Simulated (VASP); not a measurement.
# TaN (P3m1) in VASP: single point with PBE

Aim: the single point of TaN with PBE.

Everything below comes from runs of VASP 6.6.1. Logs are shortened: lines on timing, memory, paths and dates and some standing lists are left out, and cuts for length are marked.

### 1 The cell of the first run

The structure is trigonal, space group P3m1 (No. 156). The conventional cell has a = 2.943 Å, b = 2.943 Å, c = 2.844 Å, α = 90.00°, β = 90.00°, γ = 120.00°. Ta (site symmetry 3m) has 6 N at 2.04 to 2.42 Å within 2.7 Å. Within 2.7 Å of N (site symmetry 3m) lie 6 Ta at 2.04 to 2.42 Å.

### 2 Single point, PBE (strained and its atoms moved)

Input file INCAR:

```
SYSTEM = TaN
PREC     = Accurate       ! precision mode
ENCUT    = 520            ! plane-wave cutoff, eV
EDIFF    = 1E-7           ! SCF threshold, eV
ISMEAR   = 0              ! smearing method
SIGMA    = 0.1            ! smearing width, eV
LREAL    = .False.        ! projectors in reciprocal space
LASPH    = .True.         ! aspherical terms in the spheres
NELM     = 100            ! most SCF steps
ALGO     = Normal         ! electronic algorithm
ISIF     = 2              ! what is computed and relaxed
LWAVE    = .False.        ! write WAVECAR
LCHARG   = .False.        ! write CHGCAR
GGA      = PE             ! functional
NBANDS   = 15             ! bands
```

Input file KPOINTS:

```
regular mesh
0
Gamma
  18 18 14
  0 0 0
```

Input file POSCAR:

```
TaN
1.0
    2.9427584166      0.0000000000      0.0000000000
   -1.4713792083      2.5485035460      0.0000000000
    0.0000000000      0.0000000000      2.8444254600
Ta N
1 1
Direct
    0.3333333333      0.6666666667      0.5520291363
    0.0000000000      0.0000000000     -0.0520291363
```

Potentials or basis: VASP PAW PBE potentials, release 64 (Ta_pv, N).

The run is started by

```bash
cat potpaw_PBE.64/Ta_pv/POTCAR potpaw_PBE.64/N/POTCAR > POTCAR
mpirun -np 1 vasp_std > vasp.out
```

OUTCAR:

```text
SYSTEM = TaN
   PREC = Accurate
   ENCUT = 520
   EDIFF = 1E-7
   ISMEAR = 0
   LREAL = .False.
   LASPH = .True.
   NELM = 100
   ISIF = 2
   GGA = PE

 ion  position               nearest neighbor table
   1  0.333  0.667  0.552-   2 2.04   2 2.04   2 2.04   2 2.42   2 2.42   2 2.42
   2  0.000  0.000  0.948-   1 2.04   1 2.04   1 2.04   1 2.42   1 2.42   1 2.42

  LATTYP: Found a hexagonal cell.
 ALAT       =     2.9427584166
 C/A-ratio  =     0.9665847675

  Lattice vectors:

 A1 = (   2.9427584166,   0.0000000000,   0.0000000000)
 A2 = (  -1.4713792083,   2.5485035460,   0.0000000000)
 A3 = (   0.0000000000,   0.0000000000,   2.8444254600)

Analysis of symmetry for initial positions (statically):
=====================================================================
 Subroutine PRICEL returns:
 Original cell was already a primitive cell.

 Routine SETGRP: Setting up the symmetry group for a
 hexagonal supercell.

 Subroutine GETGRP returns: Found  6 space group operations
 (whereof  6 operations were pure point group operations)
 out of a pool of 24 trial point group operations.

The static configuration has the point symmetry C_3v.

Analysis of symmetry for dynamics (positions and initial velocities):
=====================================================================
 Subroutine PRICEL returns:
 Original cell was already a primitive cell.

 Routine SETGRP: Setting up the symmetry group for a
 hexagonal supercell.

 Subroutine GETGRP returns: Found  6 space group operations
 (whereof  6 operations were pure point group operations)
 out of a pool of 24 trial point group operations.

The dynamic configuration has the point symmetry C_3v.

 Subroutine INISYM returns: Found  6 space group operations
 (whereof  6 operations are pure point group operations),
 and found     1 'primitive' translations

----------------------------------------------------------------------------------------

                                     Primitive cell

  volume of cell :      21.3321

  direct lattice vectors                    reciprocal lattice vectors
     2.942758417  0.000000000  0.000000000     0.339817225  0.196193567  0.000000000
    -1.471379208  2.548503546  0.000000000     0.000000000  0.392387133  0.000000000
     0.000000000  0.000000000  2.844425460     0.000000000  0.000000000  0.351564846

  length of vectors
     2.942758417  2.942758417  2.844425460     0.392387133  0.392387133  0.351564846

  position of ions in fractional coordinates (direct lattice)
     0.333333333  0.666666667  0.552029136
     0.000000000  0.000000000  0.947970864

  ion indices of the primitive-cell ions
   primitive index   ion index
                 1           1
                 2           2

----------------------------------------------------------------------------------------

 KPOINTS: regular mesh

Automatic generation of k-mesh.
 Grid dimensions read from file:
 generate k-points for:   18   18   14

 Generating k-lattice:

  Cartesian coordinates                     Fractional coordinates (reciprocal lattice)
     0.018878735  0.010899643  0.000000000     0.055555556  0.000000000  0.000000000
     0.000000000  0.021799285  0.000000000     0.000000000  0.055555556  0.000000000
     0.000000000  0.000000000  0.025111775     0.000000000  0.000000000  0.071428571

  Length of vectors
     0.021799285  0.021799285  0.025111775

  Shift w.r.t. Gamma in fractional coordinates (k-lattice)
     0.000000000  0.000000000  0.000000000

 Subroutine IBZKPT returns following result:
 ===========================================

 Found    458 irreducible k-points:

 Following reciprocal coordinates:
            Coordinates               Weight
  0.000000  0.000000  0.000000      1.000000
  0.055556 -0.000000  0.000000      6.000000
  0.111111 -0.000000  0.000000      6.000000
  0.166667 -0.000000  0.000000      6.000000
  0.222222 -0.000000  0.000000      6.000000
  0.277778 -0.000000  0.000000      6.000000
[... 16 lines left out ...]
  0.333333  0.111111  0.000000     12.000000
  0.388889  0.111111  0.000000     12.000000
 [... further k-points ...]
   k-points           NKPTS =    458   k-points in BZ     NKDIM =    458   number of bands    NBANDS=     15
   number of dos      NEDOS =    301   number of ions     NIONS =      2
   total plane-waves  NPLWV =  13824
   dimension x,y,z NGX =    24 NGY =   24 NGZ =   24
   dimension x,y,z NGXF=    48 NGYF=   48 NGZF=   48
   ions per type =               1   1
   NGX,Y,Z   is equivalent  to a cutoff of  13.56, 13.56, 14.03 a.u.
   NGXF,Y,Z  is equivalent  to a cutoff of  27.12, 27.12, 28.05 a.u.
 SYSTEM =  TaN
   PREC   = accura    normal or accurate (medium, high low for compatibility)
   ISTART =      0    job   : 0-new  1-cont  2-samecut
   ICHARG =      2    charge: 1-file 2-atom 10-const
   ISPIN  =      1    spin polarized calculation?
   LNONCOLLINEAR =      F non collinear calculations
   LSORBIT =      F    spin-orbit coupling
   LASPH  =      T    aspherical Exc in radial PAW
   ENCUT  =  520.0 eV  38.22 Ry    6.18 a.u.   5.47  5.47  5.29*2*pi/ulx,y,z
   NELM   =    100;   NELMIN=  2; NELMDL= -5     # of ELM steps
   EDIFF  = 0.1E-06   stopping-criterion for ELM
   LREAL  =      F    real-space projection
   EDIFFG = 0.1E-05   stopping-criterion for IOM
   NSW    =      0    number of steps for IOM
   IBRION =     -1    ionic relax: 0-MD 1-quasi-New 2-CG
   NFREE  =      0    steps in history (QN), initial steepest desc. (CG)
   ISIF   =      2    stress and relaxation
   ISYM   =      2    0-nonsym 1-usesym 2-fastsym
   POTIM  = 0.5000    time-step for ionic-motion
   TEBEG  =    0.0;   TEEND  =   0.0 temperature during run
   PSTRESS=    0.0 pullay stress
   NELECT =      16.0000    total number of electrons
   NUPDOWN=      -1.0000    fix difference up-down
   EMIN   =  10.00;   EMAX   =-10.00  energy-range for DOS
   EFERMI =   0.00;   METHOD = LEGACY
   ISMEAR =     0;   SIGMA  =   0.10  broadening in eV -4-tet -1-fermi 0-gaus
   EFERMI_NEDOS =   21; number of points for ismear=-14 and -15
   IALGO  =     38    algorithm
   IMIX   =      4    mixing-type and parameters
     AMIX     =   0.40;   BMIX     =  1.00
     AMIX_MAG =   1.60;   BMIX_MAG =  1.00
  volume/ion in A,a.u.               =      10.67        71.98
  Fermi-wavevector in a.u.,A,eV,Ry     =   1.487431  2.810836 30.102204  2.212450
  Thomas-Fermi vector in A             =   2.600592
   LORBIT       =      0    0 simple, 1 ext, 2 COOP (PROOUT), +10 PAW based schemes
   GGA     = PE    functional components
   LHFCALC =     F    Hartree Fock is set to
   AEXX    =    0.0000 exact exchange contribution
   IVDW    =     0    specifies the selected vdW correction
   LEPSILON=     F    determine dielectric tensor
   LRPA    =     F    only Hartree local field effects (RPA)
 non-spin polarized calculation
 Gauss-broadening in eV      SIGMA  =   0.10
  energy-cutoff  :      520.00
  volume of cell :       21.33
 maximum number of plane-waves:       599
 NGX is ok and might be reduce to    24
   NGX = 11   NGY = 11   NGZ = 11

 number of electron      16.0000004 magnetization

 Free energy of the ion-electron system (eV)
  ---------------------------------------------------
  ext. energy  EPLUGINS =         0.00000000
  ---------------------------------------------------
  free energy    TOTEN  =       -21.69708677 eV

  energy without entropy =      -21.69652539  energy(sigma->0) =      -21.69680608

 E-fermi :   8.6595     XC(G=0): -13.3499

 val. band max:        8.6394226876   @ k =   0.0556  -0.0000   0.2857
 cond. band min:       8.6990681087   @ k =   0.0556  -0.0000   0.4286
 fundamental gap:      0.0596454211
 Fermi energy:         8.6594513316

 k-point     1 :       0.0000    0.0000    0.0000
  band No.  band energies     occupation
      1     -26.2990      2.00000
      2     -26.1091      2.00000
      3     -26.1091      2.00000
      4      -9.5028      2.00000
      5       2.5621      2.00000
      6       3.0675      2.00000
      7       3.0675      2.00000
      8       7.5129      2.00000
      9      10.5061      0.00000
     10      11.5429      0.00000
     11      11.5429      0.00000
     12      13.8332      0.00000
     13      13.8332      0.00000
     14      20.0742      0.00000
     15      21.9684      0.00000

 k-point     2 :       0.0556   -0.0000    0.0000
  band No.  band energies     occupation
      1     -26.2960      2.00000
      2     -26.1437      2.00000
      3     -26.1166      2.00000
      4      -9.4370      2.00000
      5       2.4692      2.00000
      6       3.0627      2.00000
      7       3.1193      2.00000
      8       7.4654      2.00000
      9      10.6632      0.00000
     10      11.4091      0.00000
     11      11.5241      0.00000
     12      13.8319      0.00000
     13      13.9039      0.00000
     14      20.2382      0.00000
     15      21.9687      0.00000

 k-point     3 :       0.1111   -0.0000    0.0000
  band No.  band energies     occupation
      1     -26.2978      2.00000
      2     -26.2319      2.00000
      3     -26.1382      2.00000
      4      -9.2482      2.00000
      5       2.1285      2.00000
      6       3.1720      2.00000
      7       3.2673      2.00000
      8       7.2795      2.00000
      9      10.9890      0.00000
     10      11.1894      0.00000
     11      11.4828      0.00000
     12      13.8227      0.00000
     13      14.1031      0.00000
     14      20.6485      0.00000
     15      21.9697      0.00000

 k-point     4 :       0.1667   -0.0000    0.0000
  band No.  band energies     occupation
      1     -26.4122      2.00000
      2     -26.2517      2.00000
      3     -26.1711      2.00000
      4      -8.9603      2.00000
      5       1.6387      2.00000
      6       3.3959      2.00000
      7       3.4901      2.00000
      8       6.9568      2.00000
      9      10.5092      0.00000
     10      11.4545      0.00000
     11      11.8838      0.00000
     12      13.7968      0.00000
     13      14.3866      0.00000
     14      21.1011      0.00000
     15      21.9721      0.00000
[... 307 lines left out ...]
 k-point    22 :       0.2778    0.1111    0.0000
  band No.  band energies     occupation
      1     -26.9458      2.00000
      2     -26.3593      2.00000
      3     -26.1766      2.00000
      4      -7.7818      2.00000
      5       0.4554      2.00000
      6       3.6422      2.00000
      7       4.1592      2.00000
      8       6.0410      2.00000
      9       9.5312      0.00000
     10      11.4916      0.00000
     11      12.9801      0.00000
     12      14.3247      0.00000
     13      16.3691      0.00000
     14      21.8306      0.00000
     15      22.0203      0.00000

 k-point    23 :       0.3333    0.1111    0.0000
  band No.  band energies     occupation
      1     -27.0636      2.00000
      2     -26.4009      2.00000
      3     -26.1584      2.00000
      4      -7.5120      2.00000
      5       0.3235      2.00000
      6       3.4644      2.00000
      7       4.1695      2.00000
      8       5.9907      2.00000
      9       9.8037      0.00000
     10      11.5035      0.00000
     11      12.7633      0.00000
     12      14.4619      0.00000
     13      17.2677      0.00000
     14      21.7071      0.00000
     15      22.0053      0.00000

 k-point    24 :       0.3889    0.1111    0.0000
  band No.  band energies     occupation
      1     -27.1392      2.00000
      2     -26.4279      2.00000
      3     -26.1464      2.00000
      4      -7.3367      2.00000
      5       0.2736      2.00000
      6       3.2817      2.00000
      7       4.1398      2.00000
      8       5.9812      2.00000
      9      10.2410      0.00000
     10      11.5434      0.00000
     11      12.3432      0.00000
     12      14.6005      0.00000
     13      18.1000      0.00000
     14      21.1894      0.00000
     15      21.9838      0.00000

 [... further k-points ...]
[... 5 lines left out ...]
  --------------------------------------------------------------------------------------
  -------------------------------------------------------------------------------------
  Total        3.4315121      3.4315121      4.5648799      0.0000000      0.0000000     -0.0000000
  in kB      257.7280600    257.7280600    342.8510838      0.0000000      0.0000000     -0.0000000
  external PRESSURE =     286.1024013 kB  Pullay stress =       0.0000000 kB

 VOLUME and BASIS-vectors are now :
 -----------------------------------------------------------------------------
  energy-cutoff  :      520.00
  volume of cell :       21.33
      direct lattice vectors                 reciprocal lattice vectors
     2.942758417  0.000000000  0.000000000     0.339817225  0.196193567  0.000000000
    -1.471379208  2.548503546  0.000000000     0.000000000  0.392387133  0.000000000
     0.000000000  0.000000000  2.844425460     0.000000000  0.000000000  0.351564846

 POSITION                                       TOTAL-FORCE (eV/Angst)
 -----------------------------------------------------------------------------------
     -0.00000      1.69900      1.57021        -0.000000      0.000000     -5.076653
      0.00000      0.00000      2.69643         0.000000     -0.000000      5.076653
 -----------------------------------------------------------------------------------
    total drift:                                0.000000     -0.000000     -0.000118

  FREE ENERGIE OF THE ION-ELECTRON SYSTEM (eV)
  ---------------------------------------------------
  free  energy   TOTEN  =       -21.6970867707 eV

  energy  without entropy=      -21.6965253851  energy(sigma->0) =      -21.69680608
```

Run time: 77 s. Hardware: 1 thread of Intel Xeon Platinum 8375C at 2.90GHz (Ice Lake), shared host; peak memory 0.26 GiB.

What came out:

```
Free energy            : -21.6971 eV
Pressure               : 28.6 GPa
Largest force          : 5.077 eV/Å
Band gap on the k mesh : zero (band 8 reaches 9.16 eV, above the bottom of band 9 at 8.57 eV)
```

Forces on the atoms (eV/Å):
```
Ta   0.000  0.000 -5.077
N    0.000  0.000  5.077
```

Levels at points of the mesh, in eV from the Fermi level:
```tsv
k point	band 5	band 6	band 7	band 8	band 9	band 10	band 11	band 12
(0.00, 0.00, 0.00)	-6.10	-5.59	-5.59	-1.15	1.85	2.88	2.88	5.17
(0.50, 0.00, 0.00)	-8.55	-5.45	-4.08	-3.21	3.01	3.40	3.46	5.03
(0.00, 0.00, 0.50)	-9.59	-4.97	-4.97	-0.09	-0.09	2.94	3.64	3.64
(0.50, 0.00, 0.50)	-8.15	-6.26	-6.10	-0.47	3.74	4.68	6.00	7.03
```

Caveat: the cell differs from its parent crystal (strained and its atoms moved); spin-orbit coupling is left out, which moves the levels of the heavy elements; forces of over 1 eV/Å act on the atoms, so gaps and moduli don't describe the material at rest.
